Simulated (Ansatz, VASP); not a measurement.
**Pt: VASP beside Ansatz**

```
Pt
1.0
     0.00000    2.02554    2.02554
     2.02554    0.00000    2.02554
     2.02554    2.02554    0.00000
Pt
1
Direct
  0.00000 0.00000 0.00000
```

Alike in both runs: task single point; functional BLYP; k mesh 22 × 22 × 22; occupations fermi-dirac, width 0.05 eV; collinear spin.

```csv
,VASP,Ansatz
version,VASP 6.6.1,Ansatz 0.2.0
potentials or method,"VASP PAW PBE potentials, release 64 (Pt), cutoff 520 eV","plane waves (420 eV) with PAW, scalar-relativistic"
valence electrons in the cell,10,18
```

Ansatz gave:

| Quantity | Value |
| --- | --- |
| pressure (GPa) | 0.1 |
| net moment per atom (μB) | 0.00 |

**Question.** Which values does VASP return?

**Answer.** Pressure (GPa): 1.0; net moment per atom (μB): 0.00.

VASP's potentials were made for PBE, not for BLYP. With one functional, cell and mesh, what is left measures potentials, basis and numerics. VASP's potentials hold 10 valence electrons a cell and Ansatz's 18, so a difference there can come from the potentials and not from the codes. Ansatz's warnings: seeded moment not kept.

Spin-orbit coupling is off throughout.
